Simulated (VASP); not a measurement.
Runs of VASP 6.6.1 on C. The structure is that of space group Fd-3m (No. 227), or close to it. The cells are those of the table. 

```csv
task,cell,cutoff (eV),gap on the mesh (eV),pressure (GPa)
relaxation of the atoms,"atoms relaxed from a = 2.488 Å, angles 59.3°, 2 atoms",520,4.23,16.0
single point,"a = 2.450 Å, angles 60.3°, 2 atoms",600,4.30,27.6
single point,"a = 2.489 Å, angles 59.2°, 2 atoms",600,4.23,14.9
single point,"a = 2.488 Å, angles 59.3°, 2 atoms",600,4.23,(a)
```

Alike in all rows: level LDA; potentials or basis VASP PAW LDA potentials, release 64 (C); no spin polarisation; k mesh 9 × 9 × 9; smearing gaussian 0.02 eV.

Problem. Estimate the missing entries.

Solution. (a) 15.2.

Caveats: an odd mesh through Γ misses points on the zone boundary, where band edges can lie; the cell stands under pressure (at least some runs).
